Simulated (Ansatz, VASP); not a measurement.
One calculation of CsPbBr3, two programs

Contents of INCAR:

```
SYSTEM = CsPbBr3
  ALGO = Normal
  EDIFF = 1E-6
  ENCUT = 520
  GGA = PE
  ISIF = 2
  ISMEAR = 0
  LASPH = .TRUE.
  LCHARG = .TRUE.
  LELF = .TRUE.
  LREAL = .FALSE.
  LVHAR = .TRUE.
  LWAVE = .FALSE.
  NBANDS = 30
  NELM = 60
  PREC = Accurate
  SIGMA = 0.01
```

The input KPOINTS:

```
k-points
0
G
  4 4 4
  0 0 0
```

File POSCAR:

```
CsPbBr3
1.0
    6.1273758660      0.0000000000      0.0000000000
    0.0000000000      6.1273758660      0.0000000000
    0.0000000000      0.0000000000      6.1273758660
Cs Pb Br
1 1 3
Direct
    0.0000000000      0.0000000000      0.0000000000
    0.5000000000      0.5000000000      0.5000000000
    0.5000000000      0.5000000000      0.0000000000
    0.5000000000      0.0000000000      0.5000000000
    0.0000000000      0.5000000000      0.5000000000
```

Input for Ansatz:

```yaml
crystal:
  lattice:
    - [6.127375866, 0.0, 0.0]
    - [0.0, 6.127375866, 0.0]
    - [0.0, 0.0, 6.127375866]
  atoms:
    - { symbol: Cs, position: [0.0, 0.0, 0.0] }
    - { symbol: Pb, position: [0.5, 0.5, 0.5] }
    - { symbol: Br, position: [0.5, 0.5, 0.0] }
    - { symbol: Br, position: [0.5, 0.0, 0.5] }
    - { symbol: Br, position: [0.0, 0.5, 0.5] }
kpoints:
  mp_grid: { grid: [4, 4, 4] }
hamiltonian:
  xc: pbe
scf:
  occupations: { method: fixed }
  n_extra_bands: 5
output:
  forces: true
  stress: true
  eigenvalues: true
```

Alike in both runs: task single point; functional PBE; k mesh 4 × 4 × 4; no spin polarisation.

|  | VASP | Ansatz |
| --- | --- | --- |
| version | VASP 6.6.1 | Ansatz 0.2.0 |
| potentials or method | VASP PAW PBE potentials, release 64 (Cs_sv, Pb_d, Br) | plane waves, PAW |
| plane-wave cutoff (eV) | 520 | 420 |
| occupations | gaussian, width 0.01 eV | fixed |
| valence electrons in the cell | 44 | 44 |

```tsv
	VASP	Ansatz	Ansatz less VASP
gap on the k mesh at the Fermi level (eV)	1.97	1.96	-0.005
pressure (GPa)	-0.9	-0.9	+0.01
```

Neither program's run includes spin-orbit coupling.
